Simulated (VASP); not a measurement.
Write the native input for VASP 6.6.1 that does the following.

| Property | Result |
| --- | --- |
| Task | single point |
| Functional | LDA |
| Potentials or basis | VASP PAW LDA potentials, release 64 (W_sv, Se) |
| Cutoff | 500 eV |
| k mesh | 6 × 6 × 1 |
| Occupations | gaussian, width 0.1 eV |
| Spin | no spin polarisation |
| Dipole correction | no |
| Further INCAR settings | ALGO = Normal; EDIFF = 1e-06; NBANDS = 64 |

The structure of WSe2 lies in POSCAR:

```
WSe2
1.0
    3.3178488600      0.0000000000      0.0000000000
   -1.6589244300      2.8733414000      0.0000000000
    0.0000000000      0.0000000000     36.4183073100
W Se
4 8
Direct
    0.6666666700      0.3333333300      0.9061104700
    0.6666666700      0.3333333300      0.2804680000
    0.3333333300      0.6666666700      0.7195320000
    0.3333333300      0.6666666700      0.0938895300
    0.3333333300      0.6666666700      0.9517867400
    0.3333333300      0.6666666700      0.3261068200
    0.6666666700      0.3333333300      0.7652045500
    0.6666666700      0.3333333300      0.1395502000
    0.3333333300      0.6666666700      0.8604498000
    0.3333333300      0.6666666700      0.2347954500
    0.6666666700      0.3333333300      0.6738931800
    0.6666666700      0.3333333300      0.0482132600
```

The input as run:

INCAR

```
SYSTEM = WSe2
ALGO = Normal
EDIFF = 1E-6
ENCUT = 500
GGA_COMPAT = .False.
ISIF = 2
ISMEAR = 0
LASPH = .True.
LCHARG = .True.
LELF = .True.
LREAL = .False.
LVHAR = .True.
LWAVE = .False.
NBANDS = 64
NELM = 120
PREC = Accurate
SIGMA = 0.1
```

KPOINTS

```
k-points
0
Gamma
  6 6 1
  0 0 0
```

Potentials or basis: VASP PAW LDA potentials, release 64 (W_sv, Se).

Command:

```sh
$ cat potpaw_LDA.64/W_sv/POTCAR potpaw_LDA.64/Se/POTCAR > POTCAR
$ mpirun -np 1 vasp_std > vasp.out
```

It gave:

The largest force is 0.325 eV/Å and the band gap on the k mesh is 1.23 eV (least direct gap 1.46 eV).

Caveat: spin-orbit coupling is left out, which moves the levels of the heavy elements.

It took 8.2 min on 1 thread of Intel Xeon 8259CL (shared host), peak memory 0.37 GiB.
